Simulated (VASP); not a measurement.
Write the native input for VASP 6.6.1 that does the following.

| Quantity | Value |
| --- | --- |
| Task | single point |
| Functional | LDA |
| Potentials or basis | VASP PAW LDA potentials, release 64 (Ti_sv) |
| Cutoff | 520 eV |
| k mesh | 12 × 12 × 12 |
| Occupations | methfessel-paxton, width 0.05 eV |
| Spin | no spin polarisation |
| Dipole correction | no |
| Further INCAR settings | ALGO = Normal; EDIFF = 1e-06; NBANDS = 12 |

The structure of Ti lies in POSCAR:

```
Ti
1.0
    0.0000000000      2.0163754284      2.0163754284
    2.0163754284      0.0000000000      2.0163754284
    2.0163754284      2.0163754284      0.0000000000
Ti
1
Direct
    0.0000000000      0.0000000000      0.0000000000
```

The input as run:

INCAR

```
PREC = Accurate
ENCUT = 520
EDIFF = 1E-6
ISMEAR = 1
SIGMA = 0.05
LREAL = F
LASPH = T
NELM = 100
ALGO = Normal
ISIF = 2
LWAVE = F
LCHARG = F
NBANDS = 12
```

KPOINTS

```
regular mesh
0
Gamma
  12 12 12
```

Potentials or basis: VASP PAW LDA potentials, release 64 (Ti_sv).

Run with:

```sh
$ cat potpaw_LDA.64/Ti_sv/POTCAR > POTCAR
$ mpirun -np 1 vasp_std > vasp.out
```

Results of the run:

The pressure is -3.2 GPa and the band gap on the k mesh is zero (band 6 reaches 9.49 eV, above the bottom of band 7 at 8.22 eV).

Wall time 18 s on 1 thread of Intel Xeon 8259CL (shared host), peak memory 0.13 GiB.
